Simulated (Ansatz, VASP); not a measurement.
One calculation of HfRu, two programs

INCAR

```
  ALGO = Normal
  EDIFF = 1E-6
  EDIFFG = -0.005
  ENCUT = 600
  IBRION = 2
  ISIF = 3
  ISMEAR = 0
  LASPH = T
  LCHARG = F
  LREAL = F
  LWAVE = F
  NELM = 80
  NSW = 70
  PREC = Accurate
  SIGMA = 0.1
```

Contents of KPOINTS:

```
k-points
0
Gamma
  14 14 14
```

The input POSCAR:

```
HfRu
1.0
    3.2481236017      0.0000000000      0.0000000000
    0.0000000000      3.2481236017      0.0000000000
    0.0000000000      0.0000000000      3.2481236017
Hf Ru
1 1
Direct
    0.0000000000      0.0000000000      0.0000000000
    0.5000000000      0.5000000000      0.5000000000
```

Input for Ansatz:

```yaml
crystal:
  lattice:
    - [3.2481236017, 0.0, 0.0]
    - [0.0, 3.2481236017, 0.0]
    - [0.0, 0.0, 3.2481236017]
  atoms:
    - { symbol: Hf, position: [0.0, 0.0, 0.0] }
    - { symbol: Ru, position: [0.5, 0.5, 0.5] }
basis:
  ecutwfc: 420
kpoints:
  mp_grid: { grid: [14, 14, 14] }
hamiltonian:
  xc: lda
scf:
  occupations: { method: gaussian, width: 0.1 }
output:
  forces: true
  stress: true
  eigenvalues: true
relax:
  adjacent_minimum: "off"
  f_tol: 0.005
  max_steps: 50
  cell: { stress_tol: 0.05 }
```

Alike in both runs: task relaxation of cell and atoms; functional LDA; k mesh 14 × 14 × 14; occupations gaussian, width 0.1 eV; no spin polarisation.

```csv
,VASP,Ansatz
version,VASP 6.6.1,Ansatz 0.2.0
potentials or method,"VASP PAW LDA potentials, release 64 (Hf_pv, Ru_pv), cutoff 600 eV","scalar-relativistic, plane waves, PAW"
valence electrons in the cell,24,42
```

Ansatz gave:

| Quantity | Value |
| --- | --- |
| gap on the k mesh at the Fermi level, each at its own relaxed structure (eV) | none |
| relaxed volume (Å³/atom) | 16.11 |
| relaxed cell length with the largest relative difference (Å) | 3.182 |

Problem. Which values does VASP return?

Solution. gap on the k mesh at the Fermi level, each at its own relaxed structure (eV): none; relaxed volume (Å³/atom): 16.08; relaxed cell length with the largest relative difference (Å): 3.180.

LDA's correlation is that of Perdew and Zunger in VASP and of Perdew and Wang (1992) in Ansatz. A gap of «none» marks a metal or a gap that the smearing closes. VASP's potentials hold 24 valence electrons a cell and Ansatz's 42, so a difference there can come from the potentials and not from the codes.

Neither program's run includes spin-orbit coupling.
